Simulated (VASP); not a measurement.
# GdO (I-4m2) in VASP: single point with PBE

Aim: the single point of GdO with PBE.

All numbers are computed with VASP 6.6.1; they aren't measurements. Logs are shortened: lines on timing, memory, paths and dates and some standing lists are left out, and cuts for length are marked.

### Step 1. The cell of the first run

It takes space group I-4m2 (No. 119, tetragonal). Conventional cell: a = 3.971 Å, b = 3.971 Å, c = 5.400 Å, α = 90.00°, β = 90.00°, γ = 90.00°. Within 3.2 Å of Gd (site symmetry -4m2) lie 4 O at 2.40 Å. O (site symmetry -4m2) has 4 Gd at 2.40 Å within 3.2 Å.

### Step 2. Single point, PBE, collinear spin, ferromagnetic start

Input file INCAR:

```
PREC = Accurate ; ENCUT = 520
EDIFF = 1E-6 ; ISMEAR = -1
SIGMA = 0.05 ; LREAL = F
LASPH = T ; NELM = 150
ALGO = Normal ; ISIF = 2
LWAVE = F ; LCHARG = F
ISPIN = 2 ; MAGMOM = 7 0
LORBIT = 11 ; LMAXMIX = 6
GGA = PE ; NBANDS = 23
```

Input file KPOINTS:

```
Automatic mesh
0
Gamma
  7 7 7
```

Input file POSCAR:

```
GdO
1.0
    0.0000000000      2.8080000000      2.7000000000
    2.8080000000      0.0000000000      2.7000000000
    2.8080000000      2.8080000000      0.0000000000
Gd O
1 1
Direct
    0.0000000000      0.0000000000      0.0000000000
    0.2500000000      0.2500000000      0.2500000000
```

Potentials or basis: VASP PAW PBE potentials, release 64 (Gd, O).

Started as:

```
> cat potpaw_PBE.64/Gd/POTCAR potpaw_PBE.64/O/POTCAR > POTCAR
> mpirun -np 1 vasp_std > vasp.out
```

OUTCAR:

```text
PREC = Accurate
   ENCUT = 520
   EDIFF = 1E-6
   ISMEAR = -1
   LREAL = F
   LASPH = T
   NELM = 150
   ISIF = 2
   ISPIN = 2
   LORBIT = 11
   GGA = PE

 ion  position               nearest neighbor table
   1  0.000  0.000  0.000-   2 2.40   2 2.40   2 2.40   2 2.40
   2  0.250  0.250  0.250-   1 2.40   1 2.40   1 2.40   1 2.40

  LATTYP: Found a body centered tetragonal cell.
 ALAT       =     3.9711116831
 C/A-ratio  =     1.3598207331

  Lattice vectors:

 A1 = (   0.0000000000,  -2.8080000000,  -2.7000000000)
 A2 = (   0.0000000000,   2.8080000000,  -2.7000000000)
 A3 = (   2.8080000000,   0.0000000000,   2.7000000000)

Analysis of symmetry for initial positions (statically):
=====================================================================
 Subroutine PRICEL returns:
 Original cell was already a primitive cell.

 Routine SETGRP: Setting up the symmetry group for a
 body centered tetragonal supercell.

 Subroutine GETGRP returns: Found  8 space group operations
 (whereof  8 operations were pure point group operations)
 out of a pool of 16 trial point group operations.

The static configuration has the point symmetry D_2d.

Analysis of symmetry for dynamics (positions and initial velocities):
=====================================================================
 Subroutine PRICEL returns:
 Original cell was already a primitive cell.

 Routine SETGRP: Setting up the symmetry group for a
 body centered tetragonal supercell.

 Subroutine GETGRP returns: Found  8 space group operations
 (whereof  8 operations were pure point group operations)
 out of a pool of 16 trial point group operations.

The dynamic configuration has the point symmetry D_2d.

Analysis of structural, dynamic, and magnetic symmetry:
=====================================================================
 Subroutine PRICEL returns:
 Original cell was already a primitive cell.

 Routine SETGRP: Setting up the symmetry group for a
 body centered tetragonal supercell.

 Subroutine GETGRP returns: Found  8 space group operations
 (whereof  8 operations were pure point group operations)
 out of a pool of 16 trial point group operations.

The overall configuration has the point symmetry D_2d.

 Subroutine INISYM returns: Found  8 space group operations
 (whereof  8 operations are pure point group operations),
 and found     1 'primitive' translations

----------------------------------------------------------------------------------------

                                     Primitive cell

  volume of cell :      42.5783

  direct lattice vectors                    reciprocal lattice vectors
     0.000000000  2.808000000  2.700000000    -0.178062678  0.178062678  0.185185185
     2.808000000  0.000000000  2.700000000     0.178062678 -0.178062678  0.185185185
     2.808000000  2.808000000  0.000000000     0.178062678  0.178062678 -0.185185185

  length of vectors
     3.895492780  3.895492780  3.971111683     0.312579890  0.312579890  0.312579890

  position of ions in fractional coordinates (direct lattice)
     0.000000000  0.000000000  0.000000000
     0.250000000  0.250000000  0.250000000

  ion indices of the primitive-cell ions
   primitive index   ion index
                 1           1
                 2           2

----------------------------------------------------------------------------------------

 KPOINTS: Automatic mesh

Automatic generation of k-mesh.
 Grid dimensions read from file:
 generate k-points for:    7    7    7

 Generating k-lattice:

  Cartesian coordinates                     Fractional coordinates (reciprocal lattice)
    -0.025437525  0.025437525  0.026455026     0.142857143  0.000000000  0.000000000
     0.025437525 -0.025437525  0.026455026     0.000000000  0.142857143  0.000000000
     0.025437525  0.025437525 -0.026455026    -0.000000000 -0.000000000  0.142857143

  Length of vectors
     0.044654270  0.044654270  0.044654270

  Shift w.r.t. Gamma in fractional coordinates (k-lattice)
     0.000000000  0.000000000  0.000000000

 Subroutine IBZKPT returns following result:
 ===========================================

 Found     40 irreducible k-points:

 Following reciprocal coordinates:
            Coordinates               Weight
  0.000000  0.000000  0.000000      1.000000
  0.142857  0.000000  0.000000      8.000000
  0.285714  0.000000  0.000000      8.000000
  0.428571  0.000000  0.000000      8.000000
  0.142857  0.142857  0.000000      2.000000
  0.285714  0.142857  0.000000      8.000000
[... 16 lines left out ...]
  0.428571  0.285714  0.142857      8.000000
 -0.428571  0.285714  0.142857     16.000000
 [... further k-points ...]
   k-points           NKPTS =     40   k-points in BZ     NKDIM =     40   number of bands    NBANDS=     23
   number of dos      NEDOS =    301   number of ions     NIONS =      2
   total plane-waves  NPLWV =  27000
   dimension x,y,z NGX =    30 NGY =   30 NGZ =   30
   dimension x,y,z NGXF=    60 NGYF=   60 NGZF=   60
   ions per type =               1   1
   NGX,Y,Z   is equivalent  to a cutoff of  12.80, 12.80, 12.56 a.u.
   NGXF,Y,Z  is equivalent  to a cutoff of  25.61, 25.61, 25.12 a.u.
 SYSTEM =  unknown system
   PREC   = accura    normal or accurate (medium, high low for compatibility)
   ISTART =      0    job   : 0-new  1-cont  2-samecut
   ICHARG =      2    charge: 1-file 2-atom 10-const
   ISPIN  =      2    spin polarized calculation?
   LNONCOLLINEAR =      F non collinear calculations
   LSORBIT =      F    spin-orbit coupling
   LASPH  =      T    aspherical Exc in radial PAW
   ENCUT  =  520.0 eV  38.22 Ry    6.18 a.u.   7.24  7.24  7.38*2*pi/ulx,y,z
   NELM   =    150;   NELMIN=  2; NELMDL= -5     # of ELM steps
   EDIFF  = 0.1E-05   stopping-criterion for ELM
   LREAL  =      F    real-space projection
   EDIFFG = 0.1E-04   stopping-criterion for IOM
   NSW    =      0    number of steps for IOM
   IBRION =     -1    ionic relax: 0-MD 1-quasi-New 2-CG
   NFREE  =      0    steps in history (QN), initial steepest desc. (CG)
   ISIF   =      2    stress and relaxation
   ISYM   =      2    0-nonsym 1-usesym 2-fastsym
   POTIM  = 0.5000    time-step for ionic-motion
   TEBEG  =    0.0;   TEEND  =   0.0 temperature during run
   PSTRESS=    0.0 pullay stress
   NELECT =      24.0000    total number of electrons
   NUPDOWN=      -1.0000    fix difference up-down
   EMIN   =  10.00;   EMAX   =-10.00  energy-range for DOS
   EFERMI =   0.00;   METHOD = LEGACY
   ISMEAR =    -1;   SIGMA  =   0.05  broadening in eV -4-tet -1-fermi 0-gaus
   EFERMI_NEDOS =   21; number of points for ismear=-14 and -15
   IALGO  =     38    algorithm
   IMIX   =      4    mixing-type and parameters
     AMIX     =   0.40;   BMIX     =  1.00
     AMIX_MAG =   1.60;   BMIX_MAG =  1.00
  volume/ion in A,a.u.               =      21.29       143.67
  Fermi-wavevector in a.u.,A,eV,Ry     =   1.352330  2.555533 24.882275  1.828796
  Thomas-Fermi vector in A             =   2.479677
   LORBIT       =     11    0 simple, 1 ext, 2 COOP (PROOUT), +10 PAW based schemes
   GGA     = PE    functional components
   LHFCALC =     F    Hartree Fock is set to
   AEXX    =    0.0000 exact exchange contribution
   IVDW    =     0    specifies the selected vdW correction
   LEPSILON=     F    determine dielectric tensor
   LRPA    =     F    only Hartree local field effects (RPA)
 spin polarized calculation
  energy-cutoff  :      520.00
  volume of cell :       42.58
 maximum number of plane-waves:      1166
 NGX is ok and might be reduce to    30
   NGX = 15   NGY = 15   NGZ = 15

 number of electron      24.0000000 magnetization       7.5218365

 Free energy of the ion-electron system (eV)
  ---------------------------------------------------
  ext. energy  EPLUGINS =         0.00000000
  ---------------------------------------------------
  free energy    TOTEN  =       -21.97598478 eV

  energy without entropy =      -21.95675395  energy(sigma->0) =      -21.96636937

 E-fermi :   3.5804     XC(G=0):  -9.7179

 val. band max:        3.5763459384   @ k =  -0.1429   0.2857   0.1429
 cond. band min:       3.6007920999   @ k =   0.2857   0.0000   0.2857
 fundamental gap:      0.0244461615
 Fermi energy:         3.5803589390

 spin component 1

 k-point     1 :       0.0000    0.0000    0.0000
  band No.  band energies     occupation
      1     -42.0430      1.00000
      2     -19.3353      1.00000
      3     -19.3247      1.00000
      4     -19.3247      1.00000
      5     -15.4876      1.00000
      6      -2.0090      1.00000
[... 15 lines left out ...]
     22      14.4761      0.00000
     23      14.4797      0.00000

 k-point     2 :       0.1429    0.0000    0.0000
  band No.  band energies     occupation
      1     -42.0382      1.00000
      2     -19.4683      1.00000
      3     -19.3406      1.00000
      4     -19.3375      1.00000
      5     -15.3583      1.00000
      6      -2.0765      1.00000
[... 15 lines left out ...]
     22      12.6459      0.00000
     23      14.8487      0.00000

 k-point     3 :       0.2857    0.0000    0.0000
  band No.  band energies     occupation
      1     -42.0274      1.00000
      2     -19.7492      1.00000
      3     -19.3660      1.00000
      4     -19.3612      1.00000
      5     -15.1097      1.00000
      6      -2.0494      1.00000
[... 15 lines left out ...]
     22      10.8148      0.00000
     23      15.6929      0.00000
[... 495 lines left out ...]
 k-point    23 :       0.4286    0.2857    0.1429
  band No.  band energies     occupation
      1     -42.0188      1.00000
      2     -19.8407      1.00000
      3     -19.4712      1.00000
      4     -19.3989      1.00000
      5     -14.9527      1.00000
      6      -2.1903      1.00000
[... 15 lines left out ...]
     22      11.4735      0.00000
     23      13.2480      0.00000

 k-point    24 :      -0.4286    0.2857    0.1429
  band No.  band energies     occupation
      1     -42.0126      1.00000
      2     -19.9364      1.00000
      3     -19.5307      1.00000
      4     -19.4227      1.00000
      5     -14.8203      1.00000
      6      -2.0387      1.00000
[... 15 lines left out ...]
     22      10.9584      0.00000
     23      13.4653      0.00000

 [... further k-points ...]

 spin component 2

 k-point     1 :       0.0000    0.0000    0.0000
  band No.  band energies     occupation
      1     -38.8786      1.00000
      2     -17.0258      1.00000
      3     -17.0180      1.00000
      4     -17.0180      1.00000
      5     -15.4610      1.00000
      6      -1.5821      1.00000
[... 15 lines left out ...]
     22      15.2548      0.00000
     23      15.2548      0.00000

 k-point     2 :       0.1429    0.0000    0.0000
  band No.  band energies     occupation
      1     -38.8721      1.00000
      2     -17.3185      1.00000
      3     -17.0351      1.00000
      4     -17.0344      1.00000
      5     -15.1858      1.00000
      6      -1.6497      1.00000
[... 15 lines left out ...]
     22      13.6060      0.00000
     23      15.6664      0.00000

 k-point     3 :       0.2857    0.0000    0.0000
  band No.  band energies     occupation
      1     -38.8576      1.00000
      2     -17.7920      1.00000
      3     -17.0707      1.00000
      4     -17.0618      1.00000
      5     -14.7728      1.00000
      6      -1.6013      1.00000
[... 15 lines left out ...]
     22      11.9008      0.00000
     23      16.6907      0.00000
[... 495 lines left out ...]
 k-point    23 :       0.4286    0.2857    0.1429
  band No.  band energies     occupation
      1     -38.8460      1.00000
      2     -17.9569      1.00000
      3     -17.2073      1.00000
      4     -17.1129      1.00000
      5     -14.5297      1.00000
      6      -1.7607      1.00000
[... 15 lines left out ...]
     22      12.5446      0.00000
     23      14.4550      0.00000

 k-point    24 :      -0.4286    0.2857    0.1429
  band No.  band energies     occupation
      1     -38.8376      1.00000
      2     -18.1131      1.00000
      3     -17.2802      1.00000
      4     -17.1436      1.00000
      5     -14.3387      1.00000
      6      -1.5006      1.00000
[... 15 lines left out ...]
     22      12.1183      0.00000
     23      14.7806      0.00000

 [... further k-points ...]

------------------------ aborting loop because EDIFF is reached ----------------------------------------

  FORCE on cell =-STRESS in cart. coord.  units (eV):
  Direction    XX          YY          ZZ          XY          YZ          ZX
  --------------------------------------------------------------------------------------
  -------------------------------------------------------------------------------------
  Total       -2.0188194     -2.0188194     -1.3540557      0.0000000     -0.0000000      0.0000000
  in kB      -75.9661435    -75.9661435    -50.9517556      0.0000000     -0.0000000      0.0000000
  external PRESSURE =     -67.6280142 kB  Pullay stress =       0.0000000 kB

 VOLUME and BASIS-vectors are now :
 -----------------------------------------------------------------------------
  energy-cutoff  :      520.00
  volume of cell :       42.58
      direct lattice vectors                 reciprocal lattice vectors
     0.000000000  2.808000000  2.700000000    -0.178062678  0.178062678  0.185185185
     2.808000000  0.000000000  2.700000000     0.178062678 -0.178062678  0.185185185
     2.808000000  2.808000000  0.000000000     0.178062678  0.178062678 -0.185185185

 POSITION                                       TOTAL-FORCE (eV/Angst)
 -----------------------------------------------------------------------------------
      0.00000      0.00000      0.00000        -0.000000     -0.000000     -0.000000
      1.40400      1.40400      1.35000         0.000000      0.000000      0.000000
 -----------------------------------------------------------------------------------
    total drift:                                0.000000      0.000000      0.000000

  FREE ENERGIE OF THE ION-ELECTRON SYSTEM (eV)
  ---------------------------------------------------
  free  energy   TOTEN  =       -21.9759847847 eV

  energy  without entropy=      -21.9567539477  energy(sigma->0) =      -21.96636937

 total charge

# of ion       s       p       d       f       tot
--------------------------------------------------
    1        2.029   5.624   0.430   7.083  15.167
    2        1.566   3.395   0.000   0.000   4.962
--------------------------------------------------
tot          3.596   9.019   0.430   7.083  20.129

 magnetization (x)

# of ion       s       p       d       f       tot
--------------------------------------------------
    1        0.001  -0.060   0.165   6.738   6.844
    2        0.003  -0.021   0.000   0.000  -0.018
--------------------------------------------------
tot          0.004  -0.081   0.165   6.738   6.826
```

Wall time 92 s (1 thread of Intel Xeon 6975P-C (Granite Rapids), shared host); peak memory 0.24 GiB.

Results:

- Free energy: -21.9760 eV
- Pressure: -6.8 GPa
- Net moment: 7.52 μB per cell
- Site moments: Gd +6.84; O -0.02 μB
- Valence electrons inside the program's atomic spheres: Gd 15.17; O 4.96

Stress tensor (GPa, compression positive):
```
-7.60  0.00  0.00
 0.00 -7.60  0.00
 0.00  0.00 -5.10
```

Levels at points of the mesh, in eV from the Fermi level:
Spin up:
```tsv
k point	band 12	band 13	band 14	band 15	band 16	band 17	band 18	band 19	band 20	band 21
(0.00, 0.00, 0.00)	-4.87	-4.64	-4.64	-4.64	-2.22	2.29	2.66	4.05	4.05	4.50
```
Spin down:
| k point | band 4 | band 5 | band 6 | band 7 | band 8 | band 9 | band 10 | band 11 | band 12 | band 13 |
| --- | --- | --- | --- | --- | --- | --- | --- | --- | --- | --- |
| (0.00, 0.00, 0.00) | -20.60 | -19.04 | -5.16 | -5.16 | -5.11 | -1.40 | 0.34 | 0.34 | 0.35 | 0.52 |

Caveat: the cell stands under tension; spin-orbit coupling is left out, which moves the levels of the heavy elements; a cell with one magnetic atom can't hold antiferromagnetic order, which such compounds often take; semilocal functionals describe open f shells poorly, which spoils levels, moments and volumes. With open d or f shells a metallic result of PBE can be an artefact of self-interaction; +U or a hybrid may open a gap.
